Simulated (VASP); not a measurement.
Runs of VASP 6.6.1 on Mo. The structure is that of space group Fm-3m (No. 225), or close to it. The cells are those of the table. 

| cell | gap on the mesh (eV) | pressure (GPa) |
| --- | --- | --- |
| a = 2.878 Å, angles 60.0°, 1 atom | none | (a) |
| a = 2.792 Å, angles 60.0°, 1 atom | none | 11.1 |
| a = 2.906 Å, angles 60.0°, 1 atom | none | -15.5 |
| a = 2.850 Å, angles 60.0°, 1 atom | none | -4.2 |

Alike in all rows: task electric field gradients; level PBE; potentials or basis VASP PAW PBE potentials, release 64 (Mo_sv); no spin polarisation; k mesh 17 × 17 × 17; cutoff (eV) 520; smearing fermi-dirac 0.08 eV.

Task: Fill in the values left out.

Result: (a) -10.3.

A k mesh can miss the band edges, and the runs leave out spin-orbit coupling on Mo.

A gap of «none» marks levels without a gap at the run's occupations.
